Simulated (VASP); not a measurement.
**GaNi: vibrations by perturbation theory with LDA**

Crystal: GaNi.

```
Ga Ni
1.0
     2.77975    0.00000    0.00000
     0.00000    2.77975    0.00000
     0.00000    0.00000    2.77975
Ga Ni
1 1
Direct
  0.00000 0.00000 0.00000
  0.50000 0.50000 0.50000
```

```json
{
  "Program": "VASP 6.6.1",
  "Task": "vibrations by perturbation theory",
  "Functional": "LDA",
  "Potentials or basis": "VASP PAW LDA potentials, release 64 (Ga_d, Ni)",
  "Cutoff": "520 eV",
  "k mesh": "16 × 16 × 16",
  "Occupations": "fermi-dirac, width 0.15 eV",
  "Spin": "no spin polarisation",
  "Dipole correction": "no",
  "Further INCAR settings": "ALGO = Normal; EDIFF = 1e-08; IBRION = 8; NSW = 1"
}
```

```
Highest phonon frequency at Γ, LO-TO splitting left out : 258 cm⁻¹
```

Phonon frequencies in cm⁻¹ (negative: imaginary):
```tsv
q point	frequencies
(0.000, 0.000, 0.000)	0 0 0 258 258 258
```

Run time: 2.3 min on 1 thread of Intel(R) Xeon(R) 6975P-C (Granite Rapids), with other jobs on the host, peak memory 0.39 GiB.

Caveat: the cell wasn't relaxed at this level first, which shifts response properties. Spin polarisation is off, so any magnetic state and its effect on volume and gap are missing.
